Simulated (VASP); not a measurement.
Set up this calculation in VASP 6.6.1, as the native input.

| Property | Result |
| --- | --- |
| Task | relaxation of volume and atoms at fixed shape |
| Functional | r2SCAN |
| Potentials or basis | VASP PAW PBE potentials, release 64 (Ca_sv) |
| Cutoff | 600 eV |
| k mesh | 8 × 8 × 8 |
| Occupations | gaussian, width 0.05 eV |
| Spin | no spin polarisation |
| Dipole correction | no |
| Further INCAR settings | ALGO = Normal; EDIFF = 1e-06; IBRION = 2; EDIFFG = -0.02; NSW = 80; ISIF = 8 |

Crystal: Ca.

```
CELL_PARAMETERS angstrom
0.00000 2.79420 2.79420
2.79420 0.00000 2.79420
2.79420 2.79420 0.00000
ATOMIC_POSITIONS crystal
Ca 0.00000 0.00000 0.00000
```

These files were run (other wordings do the same):

POSCAR

```
Ca
1.0
    0.0000000000      2.7942000000      2.7942000000
    2.7942000000      0.0000000000      2.7942000000
    2.7942000000      2.7942000000      0.0000000000
Ca
1
Direct
    0.0000000000      0.0000000000      0.0000000000
```

INCAR.step1

```
PREC = Accurate ; ENCUT = 600
ISMEAR = 0 ; SIGMA = 0.05
LREAL = F ; LASPH = T
NELM = 80 ; GGA = PE
ALGO = Normal ; EDIFF = 1E-4
LWAVE = T ; LCHARG = F
```

INCAR.step2

```
PREC = Accurate ; ENCUT = 600
EDIFF = 1E-6 ; ISMEAR = 0
SIGMA = 0.05 ; LREAL = F
LASPH = T ; NELM = 80
ALGO = Normal ; ISIF = 8
LWAVE = F ; LCHARG = F
METAGGA = R2SCAN ; LMIXTAU = T
IBRION = 2 ; NSW = 80
EDIFFG = -0.02 ; ISTART = 1
```

KPOINTS

```
Automatic mesh
0
Gamma
  8 8 8
```

Potentials or basis: VASP PAW PBE potentials, release 64 (Ca_sv).

The run is started by

```console
$ cat potpaw_PBE.64/Ca_sv/POTCAR > POTCAR
$ cp INCAR.step1 INCAR
$ mpirun -np 1 vasp_std > vasp.out
$ cp INCAR.step2 INCAR
$ mpirun -np 1 vasp_std > vasp.out
```

Results of the run:

- Relaxed volume: 43.41 Å³/atom
- Relaxed cell: a = 3.945 Å, b = 3.945 Å, c = 3.945 Å, α = 60.00°, β = 60.00°, γ = 60.00°
- Space group after relaxing (to 0.05 Å): Fm-3m (No. 225)
- Energy gained by relaxing: 0.1 meV/atom
- Ionic steps: 2
- Pressure after relaxing: 0.0 GPa
- Band gap on the k mesh: zero (band 5 reaches 2.16 eV, above the bottom of band 6 at 1.58 eV)

Caveat: the PAW data sets were made with another functional, which shifts forces and pressure a little.

Wall time 72 s on 1 thread of AMD EPYC 9R45 96-Core Processor (Zen 5) (shared host), peak memory 0.16 GiB.
